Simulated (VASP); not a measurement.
# Sc (I4/mmm) in VASP: a series of runs

The runs below take Sc through single point, relaxation of cell and atoms, with PBEsol.

Program: VASP 6.6.1. These are calculated values, not measurements. Logs are shortened: lines on timing, memory, paths and dates and some standing lists are left out, and cuts for length are marked.

### 1 The cell of the first run

The structure is tetragonal, space group I4/mmm (No. 139). Conventional cell: a = 3.834 Å, b = 3.834 Å, c = 3.435 Å, α = 90.00°, β = 90.00°, γ = 90.00°. Within 4.2 Å of Sc (site symmetry 4/mmm) lie 14 Sc at 3.21 to 3.83 Å.

### 2 Single point, PBEsol

Contents of INCAR:

```
SYSTEM = Sc
  ALGO = Normal
  EDIFF = 1E-6
  ENCUT = 500
  GGA = PS
  GGA_COMPAT = .False.
  ISIF = 2
  ISMEAR = 0
  LASPH = .True.
  LCHARG = .False.
  LREAL = .False.
  LWAVE = .False.
  NBANDS = 12
  NELM = 120
  PREC = Accurate
  SIGMA = 0.1
```

Contents of KPOINTS:

```
k-points
0
Gamma
  8 8 8
  0 0 0
```

Contents of POSCAR:

```
Sc
1.0
   -1.9172054859      1.9172054859      1.7176030000
    1.9172054859     -1.9172054859      1.7176030000
    1.9172054859      1.9172054859     -1.7176030000
Sc
1
Direct
    0.0000000000      0.0000000000      0.0000000000
```

Potentials or basis: VASP PAW PBE potentials, release 64 (Sc_sv).

Command:

```sh
$ cat potpaw_PBE.64/Sc_sv/POTCAR > POTCAR
$ mpirun -np 1 vasp_std > vasp.out
```

OUTCAR:

```text
SYSTEM = Sc
   EDIFF = 1E-6
   ENCUT = 500
   GGA = PS
   ISIF = 2
   ISMEAR = 0
   LASPH = .True.
   LREAL = .False.
   NELM = 120
   PREC = Accurate

 ion  position               nearest neighbor table
   1  0.000  0.000  0.000-

  LATTYP: Found a body centered tetragonal cell.
 ALAT       =     3.8344109718
 C/A-ratio  =     0.8958888406

  Lattice vectors:

 A1 = (  -1.9172054859,   1.9172054859,   1.7176030000)
 A2 = (   1.9172054859,  -1.9172054859,   1.7176030000)
 A3 = (   1.9172054859,   1.9172054859,  -1.7176030000)

Analysis of symmetry for initial positions (statically):
=====================================================================
 Subroutine PRICEL returns:
 Original cell was already a primitive cell.

 Routine SETGRP: Setting up the symmetry group for a
 body centered tetragonal supercell.

 Subroutine GETGRP returns: Found 16 space group operations
 (whereof 16 operations were pure point group operations)
 out of a pool of 16 trial point group operations.

The static configuration has the point symmetry D_4h.

Analysis of symmetry for dynamics (positions and initial velocities):
=====================================================================
 Subroutine PRICEL returns:
 Original cell was already a primitive cell.

 Routine SETGRP: Setting up the symmetry group for a
 body centered tetragonal supercell.

 Subroutine GETGRP returns: Found 16 space group operations
 (whereof 16 operations were pure point group operations)
 out of a pool of 16 trial point group operations.

The dynamic configuration has the point symmetry D_4h.

 Subroutine INISYM returns: Found 16 space group operations
 (whereof 16 operations are pure point group operations),
 and found     1 'primitive' translations

----------------------------------------------------------------------------------------

                                     Primitive cell

  volume of cell :      25.2534

  direct lattice vectors                    reciprocal lattice vectors
    -1.917205486  1.917205486  1.717603000     0.000000000  0.260796249  0.291103357
     1.917205486 -1.917205486  1.717603000     0.260796249  0.000000000  0.291103357
     1.917205486  1.917205486 -1.717603000     0.260796249  0.260796249  0.000000000

  length of vectors
     3.209597142  3.209597142  3.209597142     0.390839927  0.390839927  0.368821593

  position of ions in fractional coordinates (direct lattice)
     0.000000000  0.000000000  0.000000000

  ion indices of the primitive-cell ions
   primitive index   ion index
                 1           1

----------------------------------------------------------------------------------------

 KPOINTS: k-points

Automatic generation of k-mesh.
 Grid dimensions read from file:
 generate k-points for:    8    8    8

 Generating k-lattice:

  Cartesian coordinates                     Fractional coordinates (reciprocal lattice)
     0.000000000  0.032599531  0.036387920     0.125000000  0.000000000  0.000000000
     0.032599531  0.000000000  0.036387920     0.000000000  0.125000000  0.000000000
     0.032599531  0.032599531  0.000000000     0.000000000  0.000000000  0.125000000

  Length of vectors
     0.048854991  0.048854991  0.046102699

  Shift w.r.t. Gamma in fractional coordinates (k-lattice)
     0.000000000  0.000000000  0.000000000

 Subroutine IBZKPT returns following result:
 ===========================================

 Found     59 irreducible k-points:

 Following reciprocal coordinates:
            Coordinates               Weight
  0.000000  0.000000  0.000000      1.000000
  0.125000  0.000000  0.000000      8.000000
  0.250000  0.000000  0.000000      8.000000
  0.375000  0.000000  0.000000      8.000000
  0.500000  0.000000  0.000000      4.000000
  0.125000  0.125000  0.000000      8.000000
[... 16 lines left out ...]
  0.250000  0.125000  0.125000     16.000000
  0.375000  0.125000  0.125000      8.000000
 [... further k-points ...]
   k-points           NKPTS =     59   k-points in BZ     NKDIM =     59   number of bands    NBANDS=     12
   number of dos      NEDOS =    301   number of ions     NIONS =      1
   total plane-waves  NPLWV =  13824
   dimension x,y,z NGX =    24 NGY =   24 NGZ =   24
   dimension x,y,z NGXF=    48 NGYF=   48 NGZF=   48
   ions per type =               1
   NGX,Y,Z   is equivalent  to a cutoff of  12.43, 12.43, 12.43 a.u.
   NGXF,Y,Z  is equivalent  to a cutoff of  24.86, 24.86, 24.86 a.u.
 SYSTEM =  Sc
   PREC   = accura    normal or accurate (medium, high low for compatibility)
   ISTART =      0    job   : 0-new  1-cont  2-samecut
   ICHARG =      2    charge: 1-file 2-atom 10-const
   ISPIN  =      1    spin polarized calculation?
   LNONCOLLINEAR =      F non collinear calculations
   LSORBIT =      F    spin-orbit coupling
   LASPH  =      T    aspherical Exc in radial PAW
   ENCUT  =  500.0 eV  36.75 Ry    6.06 a.u.   5.85  5.85  5.85*2*pi/ulx,y,z
   NELM   =    120;   NELMIN=  2; NELMDL= -5     # of ELM steps
   EDIFF  = 0.1E-05   stopping-criterion for ELM
   LREAL  =      F    real-space projection
   EDIFFG = 0.1E-04   stopping-criterion for IOM
   NSW    =      0    number of steps for IOM
   IBRION =     -1    ionic relax: 0-MD 1-quasi-New 2-CG
   NFREE  =      0    steps in history (QN), initial steepest desc. (CG)
   ISIF   =      2    stress and relaxation
   ISYM   =      2    0-nonsym 1-usesym 2-fastsym
   POTIM  = 0.5000    time-step for ionic-motion
   TEBEG  =    0.0;   TEEND  =   0.0 temperature during run
   PSTRESS=    0.0 pullay stress
   NELECT =      11.0000    total number of electrons
   NUPDOWN=      -1.0000    fix difference up-down
   EMIN   =  10.00;   EMAX   =-10.00  energy-range for DOS
   EFERMI =   0.00;   METHOD = LEGACY
   ISMEAR =     0;   SIGMA  =   0.10  broadening in eV -4-tet -1-fermi 0-gaus
   EFERMI_NEDOS =   21; number of points for ismear=-14 and -15
   IALGO  =     38    algorithm
   IMIX   =      4    mixing-type and parameters
     AMIX     =   0.40;   BMIX     =  1.00
     AMIX_MAG =   1.60;   BMIX_MAG =  1.00
  volume/ion in A,a.u.               =      25.25       170.42
  Fermi-wavevector in a.u.,A,eV,Ry     =   1.240983  2.345117 20.953486  1.540038
  Thomas-Fermi vector in A             =   2.375400
   LORBIT       =      0    0 simple, 1 ext, 2 COOP (PROOUT), +10 PAW based schemes
   GGA     = PS    functional components
   LHFCALC =     F    Hartree Fock is set to
   AEXX    =    0.0000 exact exchange contribution
   IVDW    =     0    specifies the selected vdW correction
   LEPSILON=     F    determine dielectric tensor
   LRPA    =     F    only Hartree local field effects (RPA)
 non-spin polarized calculation
 Gauss-broadening in eV      SIGMA  =   0.10
  energy-cutoff  :      500.00
  volume of cell :       25.25
 maximum number of plane-waves:       651
   NGX = 11   NGY = 11   NGZ = 11

 number of electron      11.0000004 magnetization

 Free energy of the ion-electron system (eV)
  ---------------------------------------------------
  ext. energy  EPLUGINS =         0.00000000
  ---------------------------------------------------
  free energy    TOTEN  =        -6.48491547 eV

  energy without entropy =       -6.47279410  energy(sigma->0) =       -6.47885478

 E-fermi :   3.5241     XC(G=0):  -9.8939

 val. band max:        3.5165032946   @ k =   0.2500   0.2500   0.2500
 cond. band min:       3.5272428014   @ k =   0.3750   0.2500   0.1250
 fundamental gap:      0.0107395068
 Fermi energy:         3.5241493329

 k-point     1 :       0.0000    0.0000    0.0000
  band No.  band energies     occupation
      1     -45.8821      2.00000
      2     -24.3989      2.00000
      3     -24.3989      2.00000
      4     -24.3693      2.00000
      5      -1.6489      2.00000
      6       4.5412      0.00000
      7       5.2345      0.00000
      8       5.2345      0.00000
      9       5.8967      0.00000
     10       6.6729      0.00000
     11      16.9522      0.00000
     12      16.9522      0.00000

 k-point     2 :       0.1250    0.0000    0.0000
  band No.  band energies     occupation
      1     -45.8731      2.00000
      2     -24.4419      2.00000
      3     -24.4172      2.00000
      4     -24.3858      2.00000
      5      -1.2261      2.00000
      6       4.5380      0.00000
      7       5.0708      0.00000
      8       5.3074      0.00000
      9       5.9672      0.00000
     10       6.5097      0.00000
     11      16.8043      0.00000
     12      17.3274      0.00000

 k-point     3 :       0.2500    0.0000    0.0000
  band No.  band energies     occupation
      1     -45.8512      2.00000
      2     -24.5722      2.00000
      3     -24.4612      2.00000
      4     -24.3965      2.00000
      5      -0.0823      2.00000
      6       4.1680      0.00000
      7       4.4825      0.00000
      8       5.9995      0.00000
      9       6.2956      0.00000
     10       6.3710      0.00000
     11      14.6618      0.00000
     12      15.8231      0.00000
[... 286 lines left out ...]
 k-point    23 :       0.2500    0.1250    0.1250
  band No.  band energies     occupation
      1     -45.8259      2.00000
      2     -24.6881      2.00000
      3     -24.5058      2.00000
      4     -24.4514      2.00000
      5       1.8781      2.00000
      6       3.5677      0.53763
      7       3.6920      0.01759
      8       6.4254      0.00000
      9       6.6938      0.00000
     10       7.9117      0.00000
     11      11.8793      0.00000
     12      12.9372      0.00000

 k-point    24 :       0.3750    0.1250    0.1250
  band No.  band energies     occupation
      1     -45.8190      2.00000
      2     -24.7030      2.00000
      3     -24.5435      2.00000
      4     -24.4576      2.00000
      5       2.4405      2.00000
      6       3.4055      1.90672
      7       3.8008      0.00009
      8       6.4112      0.00000
      9       6.9468      0.00000
     10       8.5821      0.00000
     11      10.2990      0.00000
     12      12.6641      0.00000

 [... further k-points ...]

------------------------ aborting loop because EDIFF is reached ----------------------------------------

  FORCE on cell =-STRESS in cart. coord.  units (eV):
  Direction    XX          YY          ZZ          XY          YZ          ZX
  --------------------------------------------------------------------------------------
  -------------------------------------------------------------------------------------
  Total       -0.5168677     -0.5168677     -0.3746361      0.0000000      0.0000000      0.0000000
  in kB      -32.7921459    -32.7921459    -23.7684100      0.0000000      0.0000000      0.0000000
  external PRESSURE =     -29.7842339 kB  Pullay stress =       0.0000000 kB

 VOLUME and BASIS-vectors are now :
 -----------------------------------------------------------------------------
  energy-cutoff  :      500.00
  volume of cell :       25.25
      direct lattice vectors                 reciprocal lattice vectors
    -1.917205486  1.917205486  1.717603000     0.000000000  0.260796249  0.291103357
     1.917205486 -1.917205486  1.717603000     0.260796249  0.000000000  0.291103357
     1.917205486  1.917205486 -1.717603000     0.260796249  0.260796249  0.000000000

 POSITION                                       TOTAL-FORCE (eV/Angst)
 -----------------------------------------------------------------------------------
      0.00000      0.00000      0.00000         0.000000     -0.000000      0.000000
 -----------------------------------------------------------------------------------
    total drift:                               -0.000000      0.000000      0.000000

  FREE ENERGIE OF THE ION-ELECTRON SYSTEM (eV)
  ---------------------------------------------------
  free  energy   TOTEN  =        -6.4849154658 eV

  energy  without entropy=       -6.4727941022  energy(sigma->0) =       -6.47885478
```

It took 7.6 s on 1 thread of Oxide Virtual Turin-like, shared host; peak memory 0.11 GiB.

What came out:

```yaml
Free_energy: -6.4849 eV
Pressure: -3.0 GPa
Band_gap_on_the_k_mesh: zero (an odd number of electrons rules out a gap without spin polarisation)
```

Caveat: the PAW data sets were made with another functional, which shifts forces and pressure a little.

### 3 Relaxation of cell and atoms, PBEsol

Contents of INCAR:

```
SYSTEM = Sc
PREC = Accurate
ENCUT = 500
EDIFF = 1E-7
ISMEAR = 0
SIGMA = 0.1
LREAL = .False.
LASPH = .True.
NELM = 120
ALGO = Normal
ISIF = 3
LWAVE = .False.
LCHARG = .False.
GGA = PS
IBRION = 2
NSW = 100
EDIFFG = -0.01
GGA_COMPAT = .False.
NELMIN = 4
```

Contents of KPOINTS:

```
regular mesh
0
Gamma
  22 22 22
  0 0 0
```

POSCAR is that of step 2.

Potentials or basis: VASP PAW PBE potentials, release 64 (Sc_sv).

Command:

```sh
$ cat potpaw_PBE.64/Sc_sv/POTCAR > POTCAR
$ mpirun -np 1 vasp_std > vasp.out
```

Wall time 11 min (1 thread of Oxide Virtual Turin-like, shared host); peak memory 0.29 GiB.

It converged, with:

```
Free energy                           : -6.5004 eV
Relaxed volume                        : 23.87 Å³/atom
Relaxed cell                          : a = 3.142 Å, b = 3.142 Å, c = 3.142 Å, α = 109.70°, β = 109.70°, γ = 109.02°
Space group after relaxing (to 0.1 Å) : Im-3m (No. 229)
Energy gained by relaxing             : 15.9 meV/atom
Ionic steps                           : 9
Pressure after relaxing               : 0.0 GPa
Band gap on the k mesh                : zero (an odd number of electrons rules out a gap without spin polarisation)
```

Step by step:
```csv
step,energy change (eV),largest force (eV/Å),pressure (GPa),volume (Å³)
1,0.0000,0.0000,-2.90,25.25
2,-0.0135,0.0000,0.50,23.62
3,-0.0137,0.0000,0.05,23.81
4,-0.0141,0.0000,0.04,23.81
5,-0.0149,0.0000,0.05,23.82
6,-0.0158,0.0000,0.08,23.82
7,-0.0158,0.0000,0.22,23.78
8,-0.0142,0.0000,-1.08,24.35
9,-0.0159,0.0000,-0.01,23.87
```

Final structure:
```xyz
1
Lattice="-1.8088 1.8088 1.8239 1.8088 -1.8088 1.8239 1.8088 1.8088 -1.8239" Properties=species:S:1:pos:R:3 pbc="T T T"
Sc   -1.8088    1.8088    1.8239
```

Levels at points of the mesh, in eV from the Fermi level:
```tsv
k point	band 3	band 4	band 5	band 6	band 7	band 8
(0.00, 0.00, 0.00)	-27.77	-27.77	-5.31	1.46	1.46	1.51
(0.50, 0.00, 0.00)	-27.91	-27.77	-1.85	0.28	0.51	2.92
(0.50, 0.50, 0.00)	-27.91	-27.77	-1.84	0.21	0.55	2.98
(0.50, 0.50, 0.50)	-28.08	-28.08	-1.30	-1.28	4.01	4.03
```

Caveat: the PAW data sets were made with another functional, which shifts forces and pressure a little.
